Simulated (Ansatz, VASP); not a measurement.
## One calculation of InP, two programs

```xyz
2
Lattice="0.0000 2.9343 2.9637 2.9343 0.0000 2.9637 2.9343 2.9343 0.0000" Properties=species:S:1:pos:R:3 pbc="T T T"
In    0.0000    0.0000    0.0000
P     1.4672    1.4672    1.4818
```

Change from the starting cell: z stretched by +1 %, ions relaxed.

Alike in both runs: functional PBE; k mesh 13 × 13 × 13; occupations fermi-dirac, width 0.02 eV; no spin polarisation.

Ansatz relaxed the structure, and its values are those at the end. VASP's run is a single point on that final structure, the one shown.

|  | VASP | Ansatz |
| --- | --- | --- |
| version | VASP 6.6.1 | Ansatz 0.2.0 |
| potentials or method | VASP PAW PBE potentials, release 64 (In_d, P) | plane-wave PAW, scalar-relativistic |
| plane-wave cutoff (eV) | 520 | 420 |
| valence electrons in the cell | 18 | 18 |

```csv
,VASP,Ansatz,Ansatz less VASP
pressure (GPa),2.3,2.3,+0.06
```

With one functional, cell and mesh, what is left measures potentials, basis and numerics. Ansatz's warnings: stress scf threshold loose.
